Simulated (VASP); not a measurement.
Input of a VASP 6.6.1 run:

File INCAR:

```
  PREC = Accurate
  ENCUT = 520
  EDIFF = 1E-7
  ISMEAR = 0
  SIGMA = 0.1
  LREAL = False
  LASPH = True
  NELM = 60
  ALGO = Normal
  ISIF = 2
  LWAVE = False
  LCHARG = False
  GGA = PE
  NBANDS = 38
```

KPOINTS

```
regular mesh
0
Gamma
  4 4 4
```

POSCAR

```
HfBi3O
1.0
    5.5675911594      0.0000000000      0.0000000000
    0.0000000000      5.5675911594      0.0000000000
    0.0000000000      0.0000000000      5.6511407679
Hf Bi O
1 3 1
Direct
    0.5000000000      0.5000000000      0.6087552257
    0.5000000000      0.5000000000      0.1087837104
    0.5000000000      0.0000000000      0.6088329370
    0.0000000000      0.5000000000      0.6088329370
    0.0000000000      0.0000000000     -0.3922047601
```

Potentials or basis: VASP PAW PBE potentials, release 64 (Hf_pv, Bi_d, O).

Command:

```bash
$ cat potpaw_PBE.64/Hf_pv/POTCAR potpaw_PBE.64/Bi_d/POTCAR potpaw_PBE.64/O/POTCAR > POTCAR
$ mpirun -np 1 vasp_std > vasp.out
```

Problem. What does it give for the largest force?

Solution. 0.011 eV/Å.

Problem. Predict the band gap on the k mesh.

Solution. Zero (an odd number of electrons rules out a gap without spin polarisation).

Problem. Estimate the pressure.

Solution. -0.3 GPa.

Forces on the atoms (eV/Å):
```
Hf   0.000  0.000  0.003
Bi   0.000  0.000  0.000
Bi   0.000  0.000 -0.007
Bi   0.000  0.000 -0.007
O    0.000  0.000  0.011
```

Caveat: spin-orbit coupling is left out, which moves the levels of the heavy elements; an odd number of electrons without spin polarisation forces a metal; a magnetic or distorted state may lie lower.
